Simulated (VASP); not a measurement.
Write the native input for VASP 6.6.1 that does the following.

```yaml
Task: single point
Functional: r2SCAN
Potentials_or_basis: VASP PAW PBE potentials, release 64 (Sn_d, O)
Cutoff: 660 eV
k_mesh: 18 × 18 × 6
Occupations: gaussian, width 0.1 eV
Spin: no spin polarisation
Dipole_correction: no
Further_INCAR_settings: ALGO = Normal; EDIFF = 1e-06; NBANDS = 24
```

The system is Sn2O.

```xyz
3
Lattice="3.1896 0.0000 0.0000 -1.5948 2.7623 0.0000 0.0000 0.0000 6.6974" Properties=species:S:1:pos:R:3 pbc="T T T"
Sn    1.5948    0.9208    1.6638
Sn    0.0000    1.8415    5.0336
O     0.0000    0.0000    0.0000
```

These files were run (other wordings do the same):

POSCAR

```
Sn2O
1.0
    3.1895730895      0.0000000000      0.0000000000
   -1.5947865448      2.7622513228      0.0000000000
    0.0000000000      0.0000000000      6.6974045561
Sn O
2 1
Direct
    0.6666666667      0.3333333333      0.2484221250
    0.3333333333      0.6666666667      0.7515778750
    0.0000000000      0.0000000000      0.0000000000
```

INCAR.step1

```
PREC = Accurate
ENCUT = 660
ISMEAR = 0
SIGMA = 0.1
LREAL = False
LASPH = True
NELM = 120
NBANDS = 24
GGA = PE
ALGO = Normal
EDIFF = 1E-5
LWAVE = True
LCHARG = False
GGA_COMPAT = False
```

INCAR.step2

```
PREC = Accurate
ENCUT = 660
EDIFF = 1E-6
ISMEAR = 0
SIGMA = 0.1
LREAL = False
LASPH = True
NELM = 120
ALGO = Normal
ISIF = 2
LWAVE = False
LCHARG = False
METAGGA = R2SCAN
LMIXTAU = True
NBANDS = 24
ISTART = 1
GGA_COMPAT = False
```

KPOINTS

```
Automatic mesh
0
Gamma
  18 18 6
```

Potentials or basis: VASP PAW PBE potentials, release 64 (Sn_d, O).

Run with:

```console
$ cat potpaw_PBE.64/Sn_d/POTCAR potpaw_PBE.64/O/POTCAR > POTCAR
$ cp INCAR.step1 INCAR
$ mpirun -np 1 vasp_std > vasp.out
$ cp INCAR.step2 INCAR
$ mpirun -np 1 vasp_std > vasp.out
```

Results of the run:

- Pressure: 0.3 GPa
- Largest force: 0.059 eV/Å
- Band gap on the k mesh: zero (bands 17 and 18 overlap by 3.35 eV)

Caveat: the PAW data sets were made with another functional, which shifts forces and pressure a little; spin-orbit coupling is left out, which moves the levels of the heavy elements.

Wall time 28 min on 1 thread of Oxide Virtual Turin-like Processor, with other jobs on the host, peak memory 0.43 GiB.
